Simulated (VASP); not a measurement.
Write the native input for VASP 6.6.1 that does the following.

```yaml
Task: relaxation of cell and atoms
Functional: PBEsol-based global hybrid with 25 % exact exchange
Potentials_or_basis: VASP PAW PBE potentials, release 64 (Te, Cd)
Cutoff: 600 eV
k_mesh: 4 × 4 × 4
Occupations: fermi-dirac, width 0.05 eV
Spin: no spin polarisation
Dipole_correction: no
Grid_for_exact_exchange_PRECFOCK: Normal
Share_of_exact_exchange: 0.25
Further_INCAR_settings: ALGO = Normal; EDIFF = 1e-07; IBRION = 2; EDIFFG = -0.01; NSW = 60; ISIF = 3
```

Crystal: CdTe.

```
CELL_PARAMETERS angstrom
0.00000 3.20500 3.20500
3.20500 0.00000 3.20500
3.20500 3.20500 0.00000
ATOMIC_POSITIONS crystal
Te 0.75000 0.75000 0.75000
Cd 0.00000 0.00000 0.00000
```

These files were run (other wordings do the same):

POSCAR

```
CdTe
1.0
    0.0000000000      3.2050000000      3.2050000000
    3.2050000000      0.0000000000      3.2050000000
    3.2050000000      3.2050000000      0.0000000000
Te Cd
1 1
Direct
    0.7500000000      0.7500000000      0.7500000000
    0.0000000000      0.0000000000      0.0000000000
```

INCAR.step1

```
PREC = Accurate
ENCUT = 600
EDIFF = 1E-5
ISMEAR = -1
SIGMA = 0.05
LREAL = F
LASPH = T
NELM = 80
ALGO = Normal
LWAVE = T
LCHARG = F
GGA = PE
NBANDS = 16
```

INCAR.step2

```
PREC = Accurate
ENCUT = 600
EDIFF = 1E-7
ISMEAR = -1
SIGMA = 0.05
LREAL = F
LASPH = T
NELM = 80
ALGO = Normal
ISIF = 3
LWAVE = F
LCHARG = F
GGA = PS
LHFCALC = T
AEXX = 0.25
PRECFOCK = Normal
IBRION = 2
NSW = 60
EDIFFG = -0.01
ISTART = 1
```

KPOINTS

```
regular mesh
0
Gamma
  4 4 4
```

Potentials or basis: VASP PAW PBE potentials, release 64 (Te, Cd).

Run with:

```console
$ cat potpaw_PBE.64/Te/POTCAR potpaw_PBE.64/Cd/POTCAR > POTCAR
$ cp INCAR.step1 INCAR
$ mpirun -np 1 vasp_std > vasp.out
$ cp INCAR.step2 INCAR
$ mpirun -np 1 vasp_std > vasp.out
```

It gave:

The relaxed volume is 33.97 Å³/atom and the relaxed cell is a = 4.580 Å, b = 4.580 Å, c = 4.580 Å, α = 60.00°, β = 60.00°, γ = 60.00°. The space group after relaxing (to 0.1 Å) is F-43m (No. 216), the energy gained by relaxing is 4.8 meV/atom and the ionic steps are 3. The pressure after relaxing is 0.0 GPa. The band gap on the k mesh is 2.13 eV.

Caveat: the k points lie up to 0.42 Å⁻¹ apart in the final cell; the PAW data sets were made with another functional, which shifts forces and pressure a little; spin-orbit coupling is left out, which moves the levels of the heavy elements.

Run time: 32 min on 1 thread of Intel(R) Xeon(R) Platinum 8488C (Sapphire Rapids), with other jobs on the host, peak memory 0.24 GiB.
